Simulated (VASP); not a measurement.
Sb:

```
Sb
1.0
     2.15954    1.24681    3.68638
    -2.15954    1.24681    3.68638
     0.00000   -2.49363    3.68638
Sb
2
Direct
  0.23602 0.23602 0.23602
  0.76398 0.76398 0.76398
```

Base run:

| Property | Result |
| --- | --- |
| Program | VASP 6.6.1 |
| Functional | PBEsol |
| Potentials or basis | VASP PAW PBE potentials, release 64 (Sb) |
| Cutoff | 520 eV |
| k mesh | 7 × 7 × 7 |
| Occupations | fermi-dirac, width 0.05 eV |
| Spin | no spin polarisation |

Its results: band gap on the k mesh 0.32 eV, indirect (least direct gap 0.56 eV); pressure 0.3 GPa; largest force 0.022 eV/Å.

Q: The run is repeated on the same cell with these changes: functional from PBEsol to r2SCAN. What comes out?

A: Band gap on the k mesh 0.26 eV, indirect (least direct gap 0.37 eV); pressure 1.9 GPa; largest force 0.143 eV/Å.

Caveats: the PAW data sets were made with another functional, which shifts forces and pressure a little; spin-orbit coupling is left out, which moves the levels of the heavy elements.

A k mesh can miss the band edges.
